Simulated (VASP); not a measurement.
# Cr (I4/mmm) in VASP: a series of runs, part 2 of 2

VASP 6.6.1.

**3. Single point, PBE (strain +0.040 along x and y, +0.080 along z)**

Input file INCAR:

```
SYSTEM = Cr
  ALGO = Fast
  EDIFF = 1E-6
  ENCUT = 520
  GGA = PE
  ISIF = 2
  ISMEAR = 0
  LASPH = .TRUE.
  LCHARG = .FALSE.
  LREAL = .FALSE.
  LWAVE = .FALSE.
  NBANDS = 12
  NELM = 60
  PREC = Accurate
  SIGMA = 0.15
```

Input file KPOINTS:

```
k-points
0
G
  24 24 24
  0 0 0
```

Input file POSCAR:

```
Cr
1.0
   -1.4996280000      1.4996280000      1.5573060000
    1.4996280000     -1.4996280000      1.5573060000
    1.4996280000      1.4996280000     -1.5573060000
Cr
1
Direct
    0.0000000000      0.0000000000      0.0000000000
```

Potentials or basis: VASP PAW PBE potentials, release 64 (Cr_pv).

Run with:

```console
$ cat potpaw_PBE.64/Cr_pv/POTCAR > POTCAR
$ mpirun -np 1 vasp_std > vasp.out
```

OUTCAR:

```text
SYSTEM = Cr
   EDIFF = 1E-6
   ENCUT = 520
   GGA = PE
   ISIF = 2
   ISMEAR = 0
   LASPH = .TRUE.
   LREAL = .FALSE.
   NELM = 60
   PREC = Accurate

 ion  position               nearest neighbor table
   1  0.000  0.000  0.000-

  LATTYP: Found a body centered tetragonal cell.
 ALAT       =     2.9992560000
 C/A-ratio  =     1.0384615385

  Lattice vectors:

 A1 = (  -1.4996280000,   1.4996280000,   1.5573060000)
 A2 = (   1.4996280000,  -1.4996280000,   1.5573060000)
 A3 = (   1.4996280000,   1.4996280000,  -1.5573060000)

Analysis of symmetry for initial positions (statically):
=====================================================================
 Subroutine PRICEL returns:
 Original cell was already a primitive cell.

 Routine SETGRP: Setting up the symmetry group for a
 body centered tetragonal supercell.

 Subroutine GETGRP returns: Found 16 space group operations
 (whereof 16 operations were pure point group operations)
 out of a pool of 16 trial point group operations.

The static configuration has the point symmetry D_4h.

Analysis of symmetry for dynamics (positions and initial velocities):
=====================================================================
 Subroutine PRICEL returns:
 Original cell was already a primitive cell.

 Routine SETGRP: Setting up the symmetry group for a
 body centered tetragonal supercell.

 Subroutine GETGRP returns: Found 16 space group operations
 (whereof 16 operations were pure point group operations)
 out of a pool of 16 trial point group operations.

The dynamic configuration has the point symmetry D_4h.

 Subroutine INISYM returns: Found 16 space group operations
 (whereof 16 operations are pure point group operations),
 and found     1 'primitive' translations

----------------------------------------------------------------------------------------

                                     Primitive cell

  volume of cell :      14.0088

  direct lattice vectors                    reciprocal lattice vectors
    -1.499628000  1.499628000  1.557306000     0.000000000  0.333416021  0.321067279
     1.499628000 -1.499628000  1.557306000     0.333416021  0.000000000  0.321067279
     1.499628000  1.499628000 -1.557306000     0.333416021  0.333416021  0.000000000

  length of vectors
     2.631153788  2.631153788  2.631153788     0.462871948  0.462871948  0.471521458

  position of ions in fractional coordinates (direct lattice)
     0.000000000  0.000000000  0.000000000

  ion indices of the primitive-cell ions
   primitive index   ion index
                 1           1

----------------------------------------------------------------------------------------

 KPOINTS: k-points

Automatic generation of k-mesh.
 Grid dimensions read from file:
 generate k-points for:   24   24   24

 Generating k-lattice:

  Cartesian coordinates                     Fractional coordinates (reciprocal lattice)
     0.000000000  0.013892334  0.013377803     0.041666667  0.000000000  0.000000000
     0.013892334  0.000000000  0.013377803     0.000000000  0.041666667  0.000000000
     0.013892334  0.013892334  0.000000000     0.000000000  0.000000000  0.041666667

  Length of vectors
     0.019286331  0.019286331  0.019646727

  Shift w.r.t. Gamma in fractional coordinates (k-lattice)
     0.000000000  0.000000000  0.000000000

 Subroutine IBZKPT returns following result:
 ===========================================

 Found   1063 irreducible k-points:

 Following reciprocal coordinates:
            Coordinates               Weight
  0.000000  0.000000  0.000000      1.000000
  0.041667  0.000000  0.000000      8.000000
  0.083333 -0.000000  0.000000      8.000000
  0.125000  0.000000  0.000000      8.000000
  0.166667 -0.000000  0.000000      8.000000
  0.208333  0.000000 -0.000000      8.000000
[... 16 lines left out ...]
  0.416667  0.041667  0.000000     16.000000
  0.458333  0.041667  0.000000     16.000000
 [... further k-points ...]
   k-points           NKPTS =   1063   k-points in BZ     NKDIM =   1063   number of bands    NBANDS=     12
   number of dos      NEDOS =    301   number of ions     NIONS =      1
   total plane-waves  NPLWV =   8000
   dimension x,y,z NGX =    20 NGY =   20 NGZ =   20
   dimension x,y,z NGXF=    40 NGYF=   40 NGZF=   40
   ions per type =               1
   NGX,Y,Z   is equivalent  to a cutoff of  12.64, 12.64, 12.64 a.u.
   NGXF,Y,Z  is equivalent  to a cutoff of  25.27, 25.27, 25.27 a.u.
 SYSTEM =  Cr
   PREC   = accura    normal or accurate (medium, high low for compatibility)
   ISTART =      0    job   : 0-new  1-cont  2-samecut
   ICHARG =      2    charge: 1-file 2-atom 10-const
   ISPIN  =      1    spin polarized calculation?
   LNONCOLLINEAR =      F non collinear calculations
   LSORBIT =      F    spin-orbit coupling
   LASPH  =      T    aspherical Exc in radial PAW
   ENCUT  =  520.0 eV  38.22 Ry    6.18 a.u.   4.89  4.89  4.89*2*pi/ulx,y,z
   NELM   =     60;   NELMIN=  2; NELMDL= -5     # of ELM steps
   EDIFF  = 0.1E-05   stopping-criterion for ELM
   LREAL  =      F    real-space projection
   EDIFFG = 0.1E-04   stopping-criterion for IOM
   NSW    =      0    number of steps for IOM
   IBRION =     -1    ionic relax: 0-MD 1-quasi-New 2-CG
   NFREE  =      0    steps in history (QN), initial steepest desc. (CG)
   ISIF   =      2    stress and relaxation
   ISYM   =      2    0-nonsym 1-usesym 2-fastsym
   POTIM  = 0.5000    time-step for ionic-motion
   TEBEG  =    0.0;   TEEND  =   0.0 temperature during run
   PSTRESS=    0.0 pullay stress
   NELECT =      12.0000    total number of electrons
   NUPDOWN=      -1.0000    fix difference up-down
   EMIN   =  10.00;   EMAX   =-10.00  energy-range for DOS
   EFERMI =   0.00;   METHOD = LEGACY
   ISMEAR =     0;   SIGMA  =   0.15  broadening in eV -4-tet -1-fermi 0-gaus
   EFERMI_NEDOS =   21; number of points for ismear=-14 and -15
   IALGO  =     68    algorithm
   IMIX   =      4    mixing-type and parameters
     AMIX     =   0.40;   BMIX     =  1.00
     AMIX_MAG =   1.60;   BMIX_MAG =  1.00
  volume/ion in A,a.u.               =      14.01        94.54
  Fermi-wavevector in a.u.,A,eV,Ry     =   1.554777  2.938103 32.889812  2.417333
  Thomas-Fermi vector in A             =   2.658814
   LORBIT       =      0    0 simple, 1 ext, 2 COOP (PROOUT), +10 PAW based schemes
   GGA     = PE    functional components
   LHFCALC =     F    Hartree Fock is set to
   AEXX    =    0.0000 exact exchange contribution
   IVDW    =     0    specifies the selected vdW correction
   LEPSILON=     F    determine dielectric tensor
   LRPA    =     F    only Hartree local field effects (RPA)
 non-spin polarized calculation
 RMM-DIIS sequential band-by-band and
 Gauss-broadening in eV      SIGMA  =   0.15
  energy-cutoff  :      520.00
  volume of cell :       14.01
 maximum number of plane-waves:       396
   NGX =  9   NGY =  9   NGZ =  9

 number of electron      11.9999993 magnetization

 Free energy of the ion-electron system (eV)
  ---------------------------------------------------
  ext. energy  EPLUGINS =         0.00000000
  ---------------------------------------------------
  free energy    TOTEN  =        -9.20834258 eV

  energy without entropy =       -9.19900433  energy(sigma->0) =       -9.20367346

 E-fermi :   8.4399     XC(G=0): -12.5908

 val. band max:        8.4392586479   @ k =  -0.3750   0.3750   0.2917
 cond. band min:       8.4426114106   @ k =  -0.1667   0.2083   0.0833
 fundamental gap:      0.0033527627
 Fermi energy:         8.4398788827

 k-point     1 :       0.0000    0.0000    0.0000
  band No.  band energies     occupation
      1     -34.5089      2.00000
      2     -34.4951      2.00000
      3     -34.4951      2.00000
      4       1.3317      2.00000
      5       7.6704      2.00000
      6       7.6704      2.00000
      7       7.9037      2.00000
      8       9.2114      0.00000
      9       9.4454      0.00000
     10      15.4717      0.00000
     11      28.7517      0.00000
     12      29.4780      0.00000
[... 331 lines left out ...]
 k-point    24 :       0.4583    0.0417    0.0000
  band No.  band energies     occupation
      1     -34.9860      2.00000
      2     -34.6510      2.00000
      3     -34.5034      2.00000
      4       4.9231      2.00000
      5       6.6794      2.00000
      6       8.8327      0.00021
      7       9.1751      0.00000
      8       9.6947      0.00000
      9      10.7046      0.00000
     10      15.4505      0.00000
     11      16.2784      0.00000
     12      24.2237      0.00000

 [... further k-points ...]

------------------------ aborting loop because EDIFF is reached ----------------------------------------

  FORCE on cell =-STRESS in cart. coord.  units (eV):
  Direction    XX          YY          ZZ          XY          YZ          ZX
  --------------------------------------------------------------------------------------
  -------------------------------------------------------------------------------------
  Total       -2.6386676     -2.6386676     -3.3289829      0.0000000      0.0000000     -0.0000000
  in kB     -301.7826270   -301.7826270   -380.7335245      0.0000000      0.0000000     -0.0000000
  external PRESSURE =    -328.0995928 kB  Pullay stress =       0.0000000 kB

 VOLUME and BASIS-vectors are now :
 -----------------------------------------------------------------------------
  energy-cutoff  :      520.00
  volume of cell :       14.01
      direct lattice vectors                 reciprocal lattice vectors
    -1.499628000  1.499628000  1.557306000     0.000000000  0.333416021  0.321067279
     1.499628000 -1.499628000  1.557306000     0.333416021  0.000000000  0.321067279
     1.499628000  1.499628000 -1.557306000     0.333416021  0.333416021  0.000000000

 POSITION                                       TOTAL-FORCE (eV/Angst)
 -----------------------------------------------------------------------------------
      0.00000      0.00000      0.00000         0.000000     -0.000000      0.000000
 -----------------------------------------------------------------------------------
    total drift:                                0.000000     -0.000000      0.000000

  FREE ENERGIE OF THE ION-ELECTRON SYSTEM (eV)
  ---------------------------------------------------
  free  energy   TOTEN  =        -9.2083425791 eV

  energy  without entropy=       -9.1990043312  energy(sigma->0) =       -9.20367346
```

stdout:

```text
POSCAR found type information on POSCAR Cr
 POSCAR found :  1 types and       1 ions
 scaLAPACK will be used
 LDA part: xc-table for (Slater+PW92), standard interpolation
 POSCAR, INCAR and KPOINTS ok, starting setup
 FFT: planning ... GRIDC
 FFT: planning ... GRID_SOFT
 FFT: planning ... GRID
 WAVECAR not read
 entering main loop
WARNING in EDDRMM: call to ZHEGV failed, returncode =   8  4     10
WARNING in EDDRMM: call to ZHEGV failed, returncode =   6  3     10
WARNING in EDDRMM: call to ZHEGV failed, returncode =   6  3     10
```

Run time: 66 s. Hardware: 1 thread of Intel Xeon Platinum 8559C (Emerald Rapids), shared host; peak memory 0.27 GiB.

What came out:

| Item | Value |
| --- | --- |
| Free energy | -9.2083 eV |
| Pressure | -32.8 GPa |
| Band gap on the k mesh | zero (band 6 reaches 10.26 eV, above the bottom of band 7 at 7.87 eV) |

Levels at points of the mesh, in eV from the Fermi level:
| k point | band 4 | band 5 | band 6 | band 7 | band 8 | band 9 |
| --- | --- | --- | --- | --- | --- | --- |
| (0.00, 0.00, 0.00) | -7.11 | -0.77 | -0.77 | -0.54 | 0.77 | 1.01 |
| (0.50, 0.00, 0.00) | -3.55 | -1.77 | 0.69 | 0.73 | 1.14 | 2.13 |
| (0.50, 0.50, 0.00) | -3.55 | -2.05 | 0.97 | 1.03 | 1.22 | 2.16 |
| (0.50, 0.50, 0.50) | -3.30 | -3.21 | 1.82 | 1.87 | 1.87 | 7.03 |

Caveat: the cell differs from its parent crystal (strain +0.040 along x and y, +0.080 along z); the run has no spin polarisation, though such a crystal can be magnetic. Spin polarisation is off, so any magnetic state and its effect on volume and gap are missing.
